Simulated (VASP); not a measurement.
# TmB3Au (P6_3/mmc) in VASP: vibrations by perturbation theory with PBE

Aim: the vibrations by perturbation theory of TmB3Au with PBE.

Program: VASP 6.6.1. These are calculated values, not measurements. Logs are shortened: lines on timing, memory, paths and dates and some standing lists are left out, and cuts for length are marked.

### 1 The cell of the first run

The structure is hexagonal, space group P6_3/mmc (No. 194). The conventional cell has a = 5.071 Å, b = 5.071 Å, c = 5.431 Å, α = 90.00°, β = 90.00°, γ = 120.00°. Tm (site symmetry -6m2) has 12 B at 2.58 to 2.88 Å and 6 Au at 3.23 Å within 3.4 Å. B (site symmetry mm2) has 2 B at 1.67 Å within 2.2 Å. Within 3.3 Å of Au (site symmetry -3m) lie 6 B at 2.39 Å and 2 Au at 2.72 Å and 6 Tm at 3.23 Å.

### 2 Vibrations by perturbation theory, PBE

The input, INCAR:

```
SYSTEM = TmB3Au
ALGO     = Normal         ! electronic algorithm
EDIFF    = 1E-8           ! SCF threshold, eV
ENCUT    = 500            ! plane-wave cutoff, eV
GGA      = PE             ! functional
GGA_COMPAT= .False.      
IBRION   = 8              ! ionic algorithm
ISIF     = 2              ! what is computed and relaxed
ISMEAR   = 0              ! smearing method
KPAR     = 4            
LASPH    = .True.         ! aspherical terms in the spheres
LCHARG   = .True.         ! write CHGCAR
LMAXMIX  = 6              ! l up to which the mixer works
LREAL    = .False.        ! projectors in reciprocal space
LWAVE    = .False.        ! write WAVECAR
NELM     = 200            ! most SCF steps
NSW      = 1              ! ionic steps
PREC     = Accurate       ! precision mode
SIGMA    = 0.1            ! smearing width, eV
```

The input, KPOINTS:

```
k-points
0
Gamma
  6 6 6
  0 0 0
```

The input, POSCAR:

```
TmB3Au
1.0
    5.0706466155      0.0000000000      0.0000000000
   -2.5353233077      4.3913087826      0.0000000000
    0.0000000000      0.0000000000      5.4311464451
Tm B Au
2 6 2
Direct
    0.3333333333      0.6666666667      0.7500000000
    0.6666666667      0.3333333333      0.2500000000
    0.2237067775      0.7762932225      0.2500000000
    0.4474135551      0.2237067775      0.7500000000
    0.2237067775      0.4474135551      0.2500000000
    0.7762932225      0.2237067775      0.7500000000
    0.5525864449      0.7762932225      0.2500000000
    0.7762932225      0.5525864449      0.7500000000
    0.0000000000      0.0000000000      0.0000000000
    0.0000000000      0.0000000000      0.5000000000
```

Potentials or basis: VASP PAW PBE potentials, release 64 (Tm_3, B, Au), 4f in core.

Command:

```console
$ cat potpaw_PBE.64/Tm_3/POTCAR potpaw_PBE.64/B/POTCAR potpaw_PBE.64/Au/POTCAR > POTCAR
$ mpirun -np 4 vasp_std > vasp.out
```

OUTCAR:

```text
SYSTEM = TmB3Au
   EDIFF = 1E-8
   ENCUT = 500
   GGA = PE
   IBRION = 8
   ISIF = 2
   ISMEAR = 0
   LASPH = .True.
   LREAL = .False.
   NELM = 200
   NSW = 1
   PREC = Accurate

 ion  position               nearest neighbor table
   1  0.333  0.667  0.750-   4 2.58   8 2.58   6 2.58   6 2.58   4 2.58   8 2.58   5 2.88   5 2.88
                             3 2.88   3 2.88   7 2.88   7 2.88  10 3.23   9 3.23   9 3.23  10 3.23
   2  0.667  0.333  0.250-   7 2.58   5 2.58   3 2.58   3 2.58   7 2.58   5 2.58   8 2.88   8 2.88
                             6 2.88   6 2.88   4 2.88   4 2.88  10 3.23   9 3.23   9 3.23  10 3.23
   3  0.224  0.776  0.250-   5 1.67   7 1.67   9 2.39  10 2.39   2 2.58   2 2.58   1 2.88   1 2.88

   4  0.447  0.224  0.750-   8 1.67   6 1.67   9 2.39  10 2.39   1 2.58   1 2.58   2 2.88   2 2.88

   5  0.224  0.447  0.250-   3 1.67   7 1.67   9 2.39  10 2.39   2 2.58   2 2.58   1 2.88   1 2.88

   6  0.776  0.224  0.750-   8 1.67   4 1.67   9 2.39  10 2.39   1 2.58   1 2.58   2 2.88   2 2.88

   7  0.553  0.776  0.250-   5 1.67   3 1.67   9 2.39  10 2.39   2 2.58   2 2.58   1 2.88   1 2.88

   8  0.776  0.553  0.750-   6 1.67   4 1.67   9 2.39  10 2.39   1 2.58   1 2.58   2 2.88   2 2.88

   9  0.000  0.000  0.000-   3 2.39   6 2.39   5 2.39   8 2.39   7 2.39   4 2.39  10 2.72  10 2.72
[... 1216 lines left out ...]
  2Y     0.000000    0.321311    0.000000   -0.000000  -12.599100    0.000000    1.818259    4.374129    0.000000    0.091162    0.194166    0.000000    0.000000    1.224812    0.000000   -0.091162    0.194166    0.000000   -1.818259    4.374129    0.000000    0.000000    0.352064    0.000000    0.000000    0.782161   -0.000000    0.000000    0.782161    0.000000
  2Z     0.000000    0.000000   -0.174817    0.000000    0.000000   -6.525953   -0.000000   -0.000000    0.355565    0.000000   -0.000000    1.524502    0.000000   -0.000000    0.355565   -0.000000    0.000000    1.524502    0.000000    0.000000    0.355565    0.000000    0.000000    1.524502    0.000000    0.000000    0.530285    0.000000    0.000000    0.530285
  3X     0.286367   -0.086990    0.000000    2.276075    1.811380    0.000000  -20.659538    2.876865    0.000000   -0.126075   -0.041474    0.000000    3.472106   -5.098037    0.000000    0.319823   -0.101373    0.000000   12.081520    0.120632    0.000000    0.074211    0.180985    0.000000    1.137755    0.169006    0.754514    1.137755    0.169006   -0.754514
  3Y    -0.086990    0.185920    0.000000    1.811380    4.367676    0.000000    2.876865  -17.337621    0.000000    0.065350    0.154757    0.000000   -4.850015    9.207815    0.000000   -0.101373    0.202768    0.000000   -0.127389    0.598400    0.000000    0.074161   -0.045529    0.000000    0.169006    1.332907   -0.435619    0.169006    1.332907    0.435619
  3Z     0.000000    0.000000    1.521349    0.000000   -0.000000    0.357550   -0.000000    0.000000   -4.887387   -0.000000    0.000000    0.652376    0.000000    0.000000    0.645003    0.000000   -0.000000   -0.559437    0.000000    0.000000    0.645003    0.000000   -0.000000    0.652376   -0.584203    0.337289    0.486584    0.584203   -0.337289    0.486584
  4X     2.276075   -1.811380    0.000000    0.286367    0.086990    0.000000   -0.126075    0.041474    0.000000  -20.659538   -2.876865    0.000000    0.074211   -0.180985    0.000000   12.081520   -0.120632    0.000000    0.319823    0.101373    0.000000    3.472106    5.098037    0.000000    1.137755   -0.169006   -0.754514    1.137755   -0.169006    0.754514
  4Y    -1.811380    4.367676    0.000000    0.086990    0.185920    0.000000   -0.065350    0.154757    0.000000   -2.876865  -17.337621    0.000000   -0.074161   -0.045529    0.000000    0.127389    0.598400    0.000000    0.101373    0.202768    0.000000    4.850015    9.207815    0.000000   -0.169006    1.332907   -0.435619   -0.169006    1.332907    0.435619
  4Z    -0.000000   -0.000000    0.357550   -0.000000    0.000000    1.521349   -0.000000   -0.000000    0.652376   -0.000000   -0.000000   -4.887387    0.000000    0.000000    0.652376   -0.000000    0.000000    0.645003    0.000000    0.000000   -0.559437    0.000000    0.000000    0.645003    0.584203    0.337289    0.486584   -0.584203   -0.337289    0.486584
  5X     0.135696    0.000000    0.000000    5.413477    0.000000    0.000000    3.466254   -4.846637    0.000000    0.094888   -0.062223    0.000000  -15.676663   -0.000000    0.000000    0.094888    0.062223    0.000000    3.466254    4.846637    0.000000    0.144240    0.000000    0.000000    1.430483    0.000000    0.000000    1.430483    0.000000   -0.000000
  5Y     0.000000    0.336591    0.000000    0.000000    1.230275    0.000000   -5.094658    9.213666    0.000000   -0.169047   -0.066205    0.000000   -0.000000  -22.320497    0.000000    0.169047   -0.066205    0.000000    5.094658    9.213666    0.000000    0.000000    0.378350    0.000000    0.000000    1.040180    0.871237    0.000000    1.040180   -0.871237
  5Z     0.000000    0.000000    1.521349   -0.000000    0.000000    0.357550    0.000000   -0.000000    0.645003    0.000000    0.000000    0.652376   -0.000000    0.000000   -4.887387   -0.000000   -0.000000    0.652376    0.000000    0.000000    0.645003   -0.000000   -0.000000   -0.559437   -0.000000   -0.674579    0.486584    0.000000    0.674579    0.486584
  6X     2.276075    1.811380    0.000000    0.286367   -0.086990    0.000000    0.319823   -0.101373    0.000000   12.081520    0.120632    0.000000    0.074211    0.180985    0.000000  -20.659538    2.876865    0.000000   -0.126075   -0.041474    0.000000    3.472106   -5.098037    0.000000    1.137755    0.169006    0.754514    1.137755    0.169006   -0.754514
  6Y     1.811380    4.367676    0.000000   -0.086990    0.185920    0.000000   -0.101373    0.202768    0.000000   -0.127389    0.598400    0.000000    0.074161   -0.045529    0.000000    2.876865  -17.337621    0.000000    0.065350    0.154757    0.000000   -4.850015    9.207815    0.000000    0.169006    1.332907   -0.435619    0.169006    1.332907    0.435619
  6Z     0.000000   -0.000000    0.357550    0.000000    0.000000    1.521349    0.000000   -0.000000   -0.559437    0.000000    0.000000    0.645003    0.000000   -0.000000    0.652376   -0.000000    0.000000   -4.887387   -0.000000    0.000000    0.652376    0.000000    0.000000    0.645003   -0.584203    0.337289    0.486584    0.584203   -0.337289    0.486584
  7X     0.286367    0.086990    0.000000    2.276075   -1.811380    0.000000   12.081520   -0.120632    0.000000    0.319823    0.101373    0.000000    3.472106    5.098037    0.000000   -0.126075    0.041474    0.000000  -20.659538   -2.876865    0.000000    0.074211   -0.180985    0.000000    1.137755   -0.169006   -0.754514    1.137755   -0.169006    0.754514
  7Y     0.086990    0.185920    0.000000   -1.811380    4.367676    0.000000    0.127389    0.598400    0.000000    0.101373    0.202768    0.000000    4.850015    9.207815    0.000000   -0.065350    0.154757    0.000000   -2.876865  -17.337621    0.000000   -0.074161   -0.045529    0.000000   -0.169006    1.332907   -0.435619   -0.169006    1.332907    0.435619
  7Z    -0.000000    0.000000    1.521349   -0.000000   -0.000000    0.357550   -0.000000    0.000000    0.645003    0.000000    0.000000   -0.559437    0.000000    0.000000    0.645003   -0.000000   -0.000000    0.652376   -0.000000   -0.000000   -4.887387    0.000000    0.000000    0.652376    0.584203    0.337289    0.486584   -0.584203   -0.337289    0.486584
  8X     5.413477    0.000000    0.000000    0.135696    0.000000    0.000000    0.094888    0.062223    0.000000    3.466254    4.846637    0.000000    0.144240    0.000000    0.000000    3.466254   -4.846637    0.000000    0.094888   -0.062223    0.000000  -15.676663   -0.000000    0.000000    1.430483    0.000000    0.000000    1.430483    0.000000   -0.000000
  8Y     0.000000    1.230275    0.000000    0.000000    0.336591    0.000000    0.169047   -0.066205    0.000000    5.094658    9.213666    0.000000    0.000000    0.378350    0.000000   -5.094658    9.213666    0.000000   -0.169047   -0.066205    0.000000   -0.000000  -22.320497    0.000000    0.000000    1.040180    0.871237    0.000000    1.040180   -0.871237
  8Z    -0.000000    0.000000    0.357550    0.000000    0.000000    1.521349   -0.000000   -0.000000    0.652376    0.000000    0.000000    0.645003   -0.000000   -0.000000   -0.559437    0.000000   -0.000000    0.645003    0.000000    0.000000    0.652376   -0.000000    0.000000   -4.887387   -0.000000   -0.674579    0.486584    0.000000    0.674579    0.486584
  9X     0.784872    0.000000    0.000000    0.784872    0.000000    0.000000    1.138845    0.173044   -0.584928    1.138845   -0.173044    0.584928    1.438567    0.000000   -0.000000    1.138845    0.173044   -0.584928    1.138845   -0.173044    0.584928    1.438567    0.000000   -0.000000   -6.648967   -0.000000   -0.000000   -2.353291   -0.000000   -0.000000
  9Y     0.000000    0.784872    0.000000    0.000000    0.784872    0.000000    0.173044    1.338660    0.337708   -0.173044    1.338660    0.337708    0.000000    1.038938   -0.675417    0.173044    1.338660    0.337708   -0.173044    1.338660    0.337708    0.000000    1.038938   -0.675417   -0.000000   -6.648967    0.000000   -0.000000   -2.353291    0.000000
  9Z     0.000000    0.000000    0.527794    0.000000    0.000000    0.527794    0.733031   -0.423216    0.484958   -0.733031   -0.423216    0.484958    0.000000    0.846432    0.484958    0.733031   -0.423216    0.484958   -0.733031   -0.423216    0.484958    0.000000    0.846432    0.484958   -0.000000   -0.000000  -18.344372   -0.000000    0.000000   14.379035
 10X     0.784872    0.000000    0.000000    0.784872    0.000000    0.000000    1.138845    0.173044    0.584928    1.138845   -0.173044   -0.584928    1.438567    0.000000    0.000000    1.138845    0.173044    0.584928    1.138845   -0.173044   -0.584928    1.438567    0.000000    0.000000   -2.353291   -0.000000    0.000000   -6.648967   -0.000000    0.000000
 10Y     0.000000    0.784872    0.000000    0.000000    0.784872    0.000000    0.173044    1.338660   -0.337708   -0.173044    1.338660   -0.337708    0.000000    1.038938    0.675417    0.173044    1.338660   -0.337708   -0.173044    1.338660   -0.337708    0.000000    1.038938    0.675417   -0.000000   -2.353291    0.000000   -0.000000   -6.648967    0.000000
 10Z     0.000000   -0.000000    0.527794    0.000000   -0.000000    0.527794   -0.733031    0.423216    0.484958    0.733031    0.423216    0.484958   -0.000000   -0.846432    0.484958   -0.733031    0.423216    0.484958    0.733031    0.423216    0.484958   -0.000000   -0.846432    0.484958    0.000000    0.000000   14.379035    0.000000    0.000000  -18.344372

 Eigenvectors and eigenvalues of the dynamical matrix
   1 f  =   30.480081 THz   191.511994 2PiTHz 1016.706050 cm-1   126.055428 meV
   2 f  =   29.933049 THz   188.074894 2PiTHz  998.459043 cm-1   123.793088 meV
   3 f  =   24.077451 THz   151.283086 2PiTHz  803.137313 cm-1    99.576291 meV
   4 f  =   24.077451 THz   151.283086 2PiTHz  803.137313 cm-1    99.576291 meV
   5 f  =   23.923428 THz   150.315332 2PiTHz  797.999667 cm-1    98.939304 meV
   6 f  =   23.923428 THz   150.315332 2PiTHz  797.999667 cm-1    98.939304 meV
[... 19 lines left out ...]
  26 f  =    2.193360 THz    13.781286 2PiTHz   73.162607 cm-1     9.071003 meV
  27 f  =    2.193360 THz    13.781286 2PiTHz   73.162607 cm-1     9.071003 meV
  28 f/i=    0.002980 THz     0.018726 2PiTHz    0.099415 cm-1     0.012326 meV
  29 f/i=    0.006524 THz     0.040994 2PiTHz    0.217631 cm-1     0.026983 meV
  30 f/i=    0.006524 THz     0.040994 2PiTHz    0.217631 cm-1     0.026983 meV

 ELASTIC MODULI CONTR FROM IONIC RELAXATION (kBar)
 Direction    XX          YY          ZZ          XY          YZ          ZX
 --------------------------------------------------------------------------------
 XX        -697.4745     82.0166     87.0680     -0.0000     -0.0000      0.0000
 YY          82.0166   -697.4745     87.0680     -0.0000     -0.0000     -0.0000
 ZZ          87.0680     87.0680    -24.6348      0.0000      0.0000     -0.0000
 XY          -0.0000     -0.0000      0.0000   -389.7456     -0.0000      0.0000
 YZ          -0.0000     -0.0000      0.0000     -0.0000   -102.5214     -0.0000
 ZX           0.0000     -0.0000     -0.0000      0.0000     -0.0000   -104.8697
 --------------------------------------------------------------------------------
```

Run time: 10 min. Hardware: 4 MPI ranks of AMD EPYC 9R45 (Zen 5), shared host; peak memory 0.78 GiB.

Results:

```
Highest phonon frequency at Γ : 1017 cm⁻¹
```

Phonon frequencies in cm⁻¹ (negative: imaginary):
| q point | frequencies |
| --- | --- |
| (0.000, 0.000, 0.000) | 0 0 0 73 73 93 94 114 114 133 133 212 281 330 330 333 397 397 406 406 413 413 519 521 798 798 803 803 998 1017 |

Caveat: spin-orbit coupling is left out, which moves the levels of the heavy elements; the 4f electrons are frozen in the core, so they carry no moment and show no levels.
